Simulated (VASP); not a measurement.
Ag, 2 atoms in the cell. The structure is cubic, space group Fm-3m (No. 225). Conventional cell: a = 4.086 Å, b = 4.086 Å, c = 4.086 Å, α = 90.00°, β = 90.00°, γ = 90.00°. Within 3.8 Å of Ag (site symmetry m-3m) lie 12 Ag at 2.89 Å. 

```yaml
Program: VASP 6.6.1
Task: single point
Functional: PBEsol
Potentials_or_basis: VASP PAW PBE potentials, release 64 (Ag)
Cutoff: 520 eV
k_mesh: 16 × 16 × 12
Occupations: gaussian, width 0.15 eV
Spin: no spin polarisation
Dipole_correction: no
Further_INCAR_settings: ALGO = Fast; EDIFF = 1e-07; NBANDS = 18
```

Potentials or basis: VASP PAW PBE potentials, release 64 (Ag).

Launch:

```bash
$ cat potpaw_PBE.64/Ag/POTCAR > POTCAR
$ mpirun -np 1 vasp_std > vasp.out
```

Hardware: 1 thread of AMD EPYC 7R13 Processor (Zen 3) (shared host).

**Question.** Estimate the wall time of this run.

**Answer.** Run time: 2.2 min on 1 thread of AMD EPYC 7R13 Processor (Zen 3) (shared host), peak memory 0.24 GiB. Counts: scf iterations 13, k points 315.
